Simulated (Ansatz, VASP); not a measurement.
One calculation of Mo, two programs

```
Mo
1.0
    -1.69668    1.69668    1.69668
     1.69668   -1.69668    1.69668
     1.69668    1.69668   -1.69668
Mo
1
Direct
  0.00000 0.00000 0.00000
```

Change from the starting cell: strain +0.080 along x and y, +0.080 along z, atoms carried along.

Alike in both runs: task single point; functional PBEsol; k mesh 22 × 22 × 22; occupations gaussian, width 0.15 eV; no spin polarisation.

|  | VASP | Ansatz |
| --- | --- | --- |
| version | VASP 6.6.1 | Ansatz 0.2.0 |
| potentials or method | VASP PAW PBE potentials, release 64 (Mo_sv), cutoff 520 eV | scalar-relativistic, plane waves, PAW |
| valence electrons in the cell | 14 | 14 |

|  | VASP | Ansatz | Ansatz less VASP |
| --- | --- | --- | --- |
| gap on the k mesh at the Fermi level (eV) | none | none | - |
| pressure (GPa) | -40.0 | -40.2 | -0.23 |

VASP's potentials were made for PBE, not for PBEsol. A gap of «none» marks a metal or a gap that the smearing closes. Both programs put the cell under strong tension, so it lies far from rest at this level.

Noted on VASP's run: the cell as given lies far from equilibrium.
